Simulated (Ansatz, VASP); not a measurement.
## NaBe2: VASP beside Ansatz

```
Na Be
1.0
     5.43273    0.00000    0.00000
     0.00000    5.43273    0.00000
     0.00000    0.00000    4.15763
Na Be
2 4
Direct
  0.00000 0.50000 0.00129
  0.50000 0.00000 0.99871
  0.00000 0.00000 0.25329
  0.50000 0.50000 0.25329
  0.00000 0.00000 0.74671
  0.50000 0.50000 0.74671
```

Alike in both runs: functional PBE; k mesh 4 × 4 × 4; occupations gaussian, width 0.1 eV; no spin polarisation.

Ansatz relaxed the structure, and its values are those at the end. VASP's run is a single point on that final structure, the one shown.

```csv
,VASP,Ansatz
version,VASP 6.6.1,Ansatz 0.2.0
potentials or method,"VASP PAW PBE potentials, release 64 (Na_pv, Be), cutoff 520 eV","scalar-relativistic, plane waves, PAW"
valence electrons in the cell,22,26
```

|  | VASP | Ansatz | Ansatz less VASP |
| --- | --- | --- | --- |
| gap on the k mesh at the Fermi level (eV) | none | none | - |
| pressure (GPa) | 0.1 | 0.1 | -0.03 |
| rms of the force components (eV/Å) | 0.013 | 0.014 | +0.0009 |

A gap of «none» marks a metal or a gap that the smearing closes. VASP's potentials hold 22 valence electrons a cell and Ansatz's 26, so a difference there can come from the potentials and not from the codes.

The k mesh is coarse, so the values compare programs but aren't converged.
